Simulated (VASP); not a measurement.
# SnTe (Fm-3m) in VASP: further runs

The runs below take SnTe through single point, relaxation of cell and atoms, with PBE.

All numbers are computed with VASP 6.6.1; they aren't measurements. Logs are shortened: lines on timing, memory, paths and dates and some standing lists are left out, and cuts for length are marked.

## 1. The cell of the first run

Symmetry: Fm-3m, No. 225, cubic system. The conventional cell has a = 6.411 Å, b = 6.411 Å, c = 6.411 Å, α = 90.00°, β = 90.00°, γ = 90.00°. Te (site symmetry m-3m) has 6 Sn at 3.21 Å within 4.2 Å. Within 4.2 Å of Sn (site symmetry m-3m) lie 6 Te at 3.21 Å.

## 2. Single point, PBE

INCAR reads:

```
  PREC = Accurate
  ENCUT = 520
  EDIFF = 1E-6
  ISMEAR = -1
  SIGMA = 0.1
  LREAL = F
  LASPH = T
  NELM = 80
  ALGO = Normal
  ISIF = 2
  LWAVE = F
  LCHARG = F
  GGA = PE
  NBANDS = 17
```

KPOINTS reads:

```
Automatic mesh
0
Gamma
  9 9 9
```

POSCAR reads:

```
SnTe
1.0
    0.0000000000      3.2054555364      3.2054555364
    3.2054555364      0.0000000000      3.2054555364
    3.2054555364      3.2054555364      0.0000000000
Te Sn
1 1
Direct
    0.5000000000      0.5000000000      0.5000000000
    0.0000000000      0.0000000000      0.0000000000
```

Potentials or basis: VASP PAW PBE potentials, release 64 (Te, Sn_d).

Command:

```sh
$ cat potpaw_PBE.64/Te/POTCAR potpaw_PBE.64/Sn_d/POTCAR > POTCAR
$ mpirun -np 1 vasp_std > vasp.out
```

OUTCAR:

```text
PREC = Accurate
   ENCUT = 520
   EDIFF = 1E-6
   ISMEAR = -1
   LREAL = F
   LASPH = T
   NELM = 80
   ISIF = 2
   GGA = PE

 ion  position               nearest neighbor table
   1  0.500  0.500  0.500-   2 3.21   2 3.21   2 3.21   2 3.21   2 3.21   2 3.21
   2  0.000  0.000  0.000-   1 3.21   1 3.21   1 3.21   1 3.21   1 3.21   1 3.21

  LATTYP: Found a face centered cubic cell.
 ALAT       =     6.4109110728

  Lattice vectors:

 A1 = (   0.0000000000,   3.2054555364,   3.2054555364)
 A2 = (   3.2054555364,   0.0000000000,   3.2054555364)
 A3 = (   3.2054555364,   3.2054555364,   0.0000000000)

Analysis of symmetry for initial positions (statically):
=====================================================================
 Subroutine PRICEL returns:
 Original cell was already a primitive cell.

 Routine SETGRP: Setting up the symmetry group for a
 face centered cubic supercell.

 Subroutine GETGRP returns: Found 48 space group operations
 (whereof 48 operations were pure point group operations)
 out of a pool of 48 trial point group operations.

The static configuration has the point symmetry O_h .

Analysis of symmetry for dynamics (positions and initial velocities):
=====================================================================
 Subroutine PRICEL returns:
 Original cell was already a primitive cell.

 Routine SETGRP: Setting up the symmetry group for a
 face centered cubic supercell.

 Subroutine GETGRP returns: Found 48 space group operations
 (whereof 48 operations were pure point group operations)
 out of a pool of 48 trial point group operations.

The dynamic configuration has the point symmetry O_h .

 Subroutine INISYM returns: Found 48 space group operations
 (whereof 48 operations are pure point group operations),
 and found     1 'primitive' translations

----------------------------------------------------------------------------------------

                                     Primitive cell

  volume of cell :      65.8718

  direct lattice vectors                    reciprocal lattice vectors
     0.000000000  3.205455536  3.205455536    -0.155984070  0.155984070  0.155984070
     3.205455536  0.000000000  3.205455536     0.155984070 -0.155984070  0.155984070
     3.205455536  3.205455536  0.000000000     0.155984070  0.155984070 -0.155984070

  length of vectors
     4.533198693  4.533198693  4.533198693     0.270172334  0.270172334  0.270172334

  position of ions in fractional coordinates (direct lattice)
     0.500000000  0.500000000  0.500000000
     0.000000000  0.000000000  0.000000000

  ion indices of the primitive-cell ions
   primitive index   ion index
                 1           1
                 2           2

----------------------------------------------------------------------------------------

 KPOINTS: Automatic mesh

Automatic generation of k-mesh.
 Grid dimensions read from file:
 generate k-points for:    9    9    9

 Generating k-lattice:

  Cartesian coordinates                     Fractional coordinates (reciprocal lattice)
    -0.017331563  0.017331563  0.017331563     0.111111111  0.000000000  0.000000000
     0.017331563 -0.017331563  0.017331563     0.000000000  0.111111111  0.000000000
     0.017331563  0.017331563 -0.017331563     0.000000000  0.000000000  0.111111111

  Length of vectors
     0.030019148  0.030019148  0.030019148

  Shift w.r.t. Gamma in fractional coordinates (k-lattice)
     0.000000000  0.000000000  0.000000000

 Subroutine IBZKPT returns following result:
 ===========================================

 Found     35 irreducible k-points:

 Following reciprocal coordinates:
            Coordinates               Weight
  0.000000  0.000000  0.000000      1.000000
  0.111111  0.000000  0.000000      8.000000
  0.222222  0.000000  0.000000      8.000000
  0.333333  0.000000  0.000000      8.000000
  0.444444  0.000000  0.000000      8.000000
  0.111111  0.111111  0.000000      6.000000
[... 16 lines left out ...]
 -0.333333  0.333333  0.000000     12.000000
  0.444444  0.444444  0.000000      6.000000
 [... further k-points ...]
   k-points           NKPTS =     35   k-points in BZ     NKDIM =     35   number of bands    NBANDS=     17
   number of dos      NEDOS =    301   number of ions     NIONS =      2
   total plane-waves  NPLWV =  46656
   dimension x,y,z NGX =    36 NGY =   36 NGZ =   36
   dimension x,y,z NGXF=    72 NGYF=   72 NGZF=   72
   ions per type =               1   1
   NGX,Y,Z   is equivalent  to a cutoff of  13.20, 13.20, 13.20 a.u.
   NGXF,Y,Z  is equivalent  to a cutoff of  26.40, 26.40, 26.40 a.u.
 SYSTEM =  unknown system
   PREC   = accura    normal or accurate (medium, high low for compatibility)
   ISTART =      0    job   : 0-new  1-cont  2-samecut
   ICHARG =      2    charge: 1-file 2-atom 10-const
   ISPIN  =      1    spin polarized calculation?
   LNONCOLLINEAR =      F non collinear calculations
   LSORBIT =      F    spin-orbit coupling
   LASPH  =      T    aspherical Exc in radial PAW
   ENCUT  =  520.0 eV  38.22 Ry    6.18 a.u.   8.43  8.43  8.43*2*pi/ulx,y,z
   NELM   =     80;   NELMIN=  2; NELMDL= -5     # of ELM steps
   EDIFF  = 0.1E-05   stopping-criterion for ELM
   LREAL  =      F    real-space projection
   EDIFFG = 0.1E-04   stopping-criterion for IOM
   NSW    =      0    number of steps for IOM
   IBRION =     -1    ionic relax: 0-MD 1-quasi-New 2-CG
   NFREE  =      0    steps in history (QN), initial steepest desc. (CG)
   ISIF   =      2    stress and relaxation
   ISYM   =      2    0-nonsym 1-usesym 2-fastsym
   POTIM  = 0.5000    time-step for ionic-motion
   TEBEG  =    0.0;   TEEND  =   0.0 temperature during run
   PSTRESS=    0.0 pullay stress
   NELECT =      20.0000    total number of electrons
   NUPDOWN=      -1.0000    fix difference up-down
   EMIN   =  10.00;   EMAX   =-10.00  energy-range for DOS
   EFERMI =   0.00;   METHOD = LEGACY
   ISMEAR =    -1;   SIGMA  =   0.10  broadening in eV -4-tet -1-fermi 0-gaus
   EFERMI_NEDOS =   21; number of points for ismear=-14 and -15
   IALGO  =     38    algorithm
   IMIX   =      4    mixing-type and parameters
     AMIX     =   0.40;   BMIX     =  1.00
     AMIX_MAG =   1.60;   BMIX_MAG =  1.00
  volume/ion in A,a.u.               =      32.94       222.26
  Fermi-wavevector in a.u.,A,eV,Ry     =   1.100318  2.079300 16.472584  1.210701
  Thomas-Fermi vector in A             =   2.236728
   LORBIT       =      0    0 simple, 1 ext, 2 COOP (PROOUT), +10 PAW based schemes
   GGA     = PE    functional components
   LHFCALC =     F    Hartree Fock is set to
   AEXX    =    0.0000 exact exchange contribution
   IVDW    =     0    specifies the selected vdW correction
   LEPSILON=     F    determine dielectric tensor
   LRPA    =     F    only Hartree local field effects (RPA)
 non-spin polarized calculation
  energy-cutoff  :      520.00
  volume of cell :       65.87
 maximum number of plane-waves:      1807
 NGX is ok and might be reduce to    36
   NGX = 17   NGY = 17   NGZ = 17

 number of electron      20.0000005 magnetization

 Free energy of the ion-electron system (eV)
  ---------------------------------------------------
  ext. energy  EPLUGINS =         0.00000000
  ---------------------------------------------------
  free energy    TOTEN  =        -7.56733592 eV

  energy without entropy =       -7.56413924  energy(sigma->0) =       -7.56573758

 E-fermi :   6.3273     XC(G=0):  -9.2648

 val. band max:        6.1039200991   @ k =   0.4444   0.0000   0.0000
 cond. band min:       6.6196346223   @ k =   0.4444   0.0000   0.0000
 fundamental gap:      0.5157145233
 Fermi energy:         6.3273071264

 k-point     1 :       0.0000    0.0000    0.0000
  band No.  band energies     occupation
      1     -15.5598      2.00000
      2     -15.5598      2.00000
      3     -15.5568      2.00000
      4     -15.5568      2.00000
      5     -15.5568      2.00000
      6      -6.1067      2.00000
[... 9 lines left out ...]
     16      11.1699      0.00000
     17      13.1485      0.00000

 k-point     2 :       0.1111    0.0000    0.0000
  band No.  band energies     occupation
      1     -15.5602      2.00000
      2     -15.5602      2.00000
      3     -15.5566      2.00000
      4     -15.5562      2.00000
      5     -15.5562      2.00000
      6      -6.0106      2.00000
[... 9 lines left out ...]
     16      11.4141      0.00000
     17      13.8814      0.00000

 k-point     3 :       0.2222    0.0000    0.0000
  band No.  band energies     occupation
      1     -15.5614      2.00000
      2     -15.5614      2.00000
      3     -15.5562      2.00000
      4     -15.5546      2.00000
      5     -15.5546      2.00000
      6      -5.7372      2.00000
[... 9 lines left out ...]
     16      12.0971      0.00000
     17      15.4819      0.00000

 k-point     4 :       0.3333    0.0000    0.0000
  band No.  band energies     occupation
      1     -15.5628      2.00000
      2     -15.5628      2.00000
      3     -15.5557      2.00000
      4     -15.5526      2.00000
      5     -15.5526      2.00000
      6      -5.3472      2.00000
[... 9 lines left out ...]
     16      13.1688      0.00000
     17      16.7079      0.00000

 k-point     5 :       0.4444    0.0000    0.0000
  band No.  band energies     occupation
      1     -15.5638      2.00000
      2     -15.5638      2.00000
      3     -15.5554      2.00000
      4     -15.5512      2.00000
      5     -15.5512      2.00000
      6      -5.0089      2.00000
[... 9 lines left out ...]
     16      14.5556      0.00000
     17      15.4319      0.00000

 k-point     6 :       0.1111    0.1111    0.0000
  band No.  band energies     occupation
      1     -15.5611      2.00000
      2     -15.5594      2.00000
      3     -15.5572      2.00000
      4     -15.5558      2.00000
      5     -15.5558      2.00000
      6      -5.9789      2.00000
[... 9 lines left out ...]
     16      11.8213      0.00000
     17      13.2871      0.00000

 k-point     7 :       0.2222    0.1111    0.0000
  band No.  band energies     occupation
      1     -15.5626      2.00000
      2     -15.5596      2.00000
      3     -15.5571      2.00000
      4     -15.5547      2.00000
      5     -15.5543      2.00000
      6      -5.7655      2.00000
[... 9 lines left out ...]
     16      12.5663      0.00000
     17      14.1645      0.00000

 k-point     8 :       0.3333    0.1111    0.0000
  band No.  band energies     occupation
      1     -15.5640      2.00000
      2     -15.5609      2.00000
      3     -15.5563      2.00000
      4     -15.5533      2.00000
      5     -15.5523      2.00000
      6      -5.4131      2.00000
[... 9 lines left out ...]
     16      13.6363      0.00000
     17      15.8862      0.00000
[... 203 lines left out ...]
      1     -15.5630      2.00000
      2     -15.5627      2.00000
      3     -15.5550      2.00000
      4     -15.5531      2.00000
      5     -15.5523      2.00000
      6      -5.2229      2.00000
[... 9 lines left out ...]
     16      14.4551      0.00000
     17      15.4550      0.00000

 k-point    20 :       0.3333    0.3333    0.0000
  band No.  band energies     occupation
      1     -15.5692      2.00000
      2     -15.5590      2.00000
      3     -15.5570      2.00000
      4     -15.5504      2.00000
      5     -15.5504      2.00000
      6      -5.1353      2.00000
[... 9 lines left out ...]
     16      15.1117      0.00000
     17      15.4894      0.00000

 k-point    21 :       0.4444    0.3333    0.0000
  band No.  band energies     occupation
      1     -15.5704      2.00000
      2     -15.5588      2.00000
      3     -15.5572      2.00000
      4     -15.5496      2.00000
      5     -15.5493      2.00000
      6      -4.8836      2.00000
[... 9 lines left out ...]
     16      15.6392      0.00000
     17      16.4774      0.00000

 k-point    22 :      -0.4444    0.3333    0.0000
  band No.  band energies     occupation
      1     -15.5697      2.00000
      2     -15.5586      2.00000
      3     -15.5572      2.00000
      4     -15.5501      2.00000
      5     -15.5493      2.00000
      6      -4.7020      2.00000
[... 9 lines left out ...]
     16      15.1578      0.00000
     17      17.0812      0.00000

 k-point    23 :      -0.3333    0.3333    0.0000
  band No.  band energies     occupation
      1     -15.5676      2.00000
      2     -15.5604      2.00000
      3     -15.5549      2.00000
      4     -15.5517      2.00000
      5     -15.5502      2.00000
      6      -4.7102      2.00000
[... 9 lines left out ...]
     16      13.9958      0.00000
     17      16.1066      0.00000

 k-point    24 :       0.4444    0.4444    0.0000
  band No.  band energies     occupation
      1     -15.5724      2.00000
      2     -15.5596      2.00000
      3     -15.5562      2.00000
      4     -15.5484      2.00000
      5     -15.5484      2.00000
      6      -4.7548      2.00000
[... 9 lines left out ...]
     16      16.2390      0.00000
     17      17.2698      0.00000

 [... further k-points ...]
[... 5 lines left out ...]
  --------------------------------------------------------------------------------------
  -------------------------------------------------------------------------------------
  Total       -0.0440172     -0.0440172     -0.0440172     -0.0000000     -0.0000000      0.0000000
  in kB       -1.0706159     -1.0706159     -1.0706159     -0.0000000     -0.0000000      0.0000000
  external PRESSURE =      -1.0706159 kB  Pullay stress =       0.0000000 kB

 VOLUME and BASIS-vectors are now :
 -----------------------------------------------------------------------------
  energy-cutoff  :      520.00
  volume of cell :       65.87
      direct lattice vectors                 reciprocal lattice vectors
     0.000000000  3.205455536  3.205455536    -0.155984070  0.155984070  0.155984070
     3.205455536  0.000000000  3.205455536     0.155984070 -0.155984070  0.155984070
     3.205455536  3.205455536  0.000000000     0.155984070  0.155984070 -0.155984070

 POSITION                                       TOTAL-FORCE (eV/Angst)
 -----------------------------------------------------------------------------------
      3.20546      3.20546      3.20546         0.000000     -0.000000      0.000000
      0.00000      0.00000      0.00000         0.000000      0.000000     -0.000000
 -----------------------------------------------------------------------------------
    total drift:                               -0.000000      0.000000      0.000000

  FREE ENERGIE OF THE ION-ELECTRON SYSTEM (eV)
  ---------------------------------------------------
  free  energy   TOTEN  =        -7.5673359242 eV

  energy  without entropy=       -7.5641392415  energy(sigma->0) =       -7.56573758
```

It took 55 s on 1 thread of Intel Xeon 8259CL, shared host; peak memory 0.22 GiB.

Results:

```
Free energy : -7.5673 eV
Pressure    : -0.1 GPa
```

Caveat: this odd mesh misses L, so gap, dielectric constants and Born charges aren't listed; spin-orbit coupling is left out, which moves the levels of the heavy elements.

(Continued in part 2 of 2.)
